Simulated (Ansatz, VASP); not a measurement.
# SnO2 in VASP and in Ansatz

File POSCAR:

```
SnO2
1.0
    4.7602164773      0.0000000000      0.0000000000
    0.0000000000      4.7602164773      0.0000000000
    0.0000000000      0.0000000000      3.2005650988
Sn O
2 4
Direct
    0.0000000000      0.0000000000      0.0000000000
    0.5000000000      0.5000000000      0.5000000000
    0.3058934984      0.3058934984      0.0000000000
    0.1941065016      0.8058934984      0.5000000000
    0.6941065016      0.6941065016      0.0000000000
    0.8058934984      0.1941065016      0.5000000000
```

The input INCAR.step1:

```
ALGO = Normal
EDIFF = 1E-4
ENCUT = 520
GGA = PE
ISMEAR = 0
LASPH = True
LCHARG = False
LREAL = False
LWAVE = True
NBANDS = 35
NELM = 60
PREC = Accurate
SIGMA = 0.05
```

INCAR.step2

```
ALGO = Normal
EDIFF = 1E-7
ENCUT = 520
ISIF = 2
ISMEAR = 0
ISTART = 1
LASPH = True
LCHARG = False
LMIXTAU = True
LREAL = False
LWAVE = False
METAGGA = R2SCAN
NBANDS = 35
NELM = 60
PREC = Accurate
SIGMA = 0.05
```

The input KPOINTS:

```
k-points
0
Gamma
  6 6 10
```

Input for Ansatz:

```yaml
crystal:
  lattice:
    - [4.7602164794, 0.0, 0.0]
    - [0.0, 4.7602164794, 0.0]
    - [0.0, 0.0, 3.2005650981]
  atoms:
    - { symbol: Sn, position: [0.0, 0.0, 0.0] }
    - { symbol: Sn, position: [0.5, 0.5, 0.5] }
    - { symbol: O, position: [0.3058934983, 0.3058934983, 0.0] }
    - { symbol: O, position: [0.1941065017, 0.8058934983, 0.5] }
    - { symbol: O, position: [0.6941065017, 0.6941065017, 0.0] }
    - { symbol: O, position: [0.8058934983, 0.1941065017, 0.5] }
basis:
  ecutwfc: 500
kpoints:
  mp_grid: { grid: [6, 6, 10] }
hamiltonian:
  xc: r2scan
scf:
  occupations: { method: gaussian, width: 0.05 }
output:
  forces: true
  stress: true
  eigenvalues: true
```

Alike in both runs: task single point; functional r2SCAN; k mesh 6 × 6 × 10; occupations gaussian, width 0.05 eV; no spin polarisation.

|  | VASP | Ansatz |
| --- | --- | --- |
| version | VASP 6.6.1 | Ansatz 0.2.0 |
| potentials or method | VASP PAW PBE potentials, release 64 (Sn_d, O), cutoff 520 eV | scalar-relativistic, plane waves, PAW |
| valence electrons in the cell | 52 | 52 |

```tsv
	VASP	Ansatz	Ansatz less VASP
gap on the k mesh at the Fermi level (eV)	1.79	1.77	-0.026
least direct gap on the mesh (eV)	1.79	1.77	-0.026
pressure (GPa)	1.1	0.0	-1.10
traceless stress, the component that is largest in VASP (GPa)	0.35	0.01	-0.339
rms of the force components (eV/Å)	0.012	0.001	-0.0109
```

VASP's potentials were made for PBE, not for r2SCAN. Atom by atom the forces differ by 0.013 eV/Å (rms over components).
